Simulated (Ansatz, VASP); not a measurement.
**MgO2: VASP beside Ansatz**

```xyz
3
Lattice="1.5566 0.8987 3.4416 -1.5566 0.8987 3.4416 0.0000 -1.7974 3.4416" Properties=species:S:1:pos:R:3 pbc="T T T"
Mg    0.0000    0.0000    0.0000
O     0.0000    0.0000    4.4271
O     0.0000    0.0000    5.8976
```

Change from the starting cell: strain -0.030 along x and y, -0.015 along z, atoms carried along.

Alike in both runs: task single point; functional PBEsol; k mesh 12 × 12 × 12; occupations gaussian, width 0.05 eV; no spin polarisation.

```csv
,VASP,Ansatz
version,VASP 6.6.1,Ansatz 0.2.0
potentials or method,"VASP PAW PBE potentials, release 64 (Mg, O), cutoff 520 eV","scalar-relativistic, plane waves, PAW"
valence electrons in the cell,14,22
```

```tsv
	VASP	Ansatz	Ansatz less VASP
gap on the k mesh at the Fermi level (eV)	2.44	2.47	+0.030
least direct gap on the mesh (eV)	2.44	2.47	+0.030
pressure (GPa)	4.9	4.9	+0.05
traceless stress, the component that is largest in VASP (GPa)	-1.21	-2.42	-1.200
rms of the force components (eV/Å)	0.055	0.149	+0.0938
```

VASP's potentials were made for PBE, not for PBEsol. Atom by atom the forces differ by 0.094 eV/Å (rms over components). VASP's potentials hold 14 valence electrons a cell and Ansatz's 22, so a difference there can come from the potentials and not from the codes.
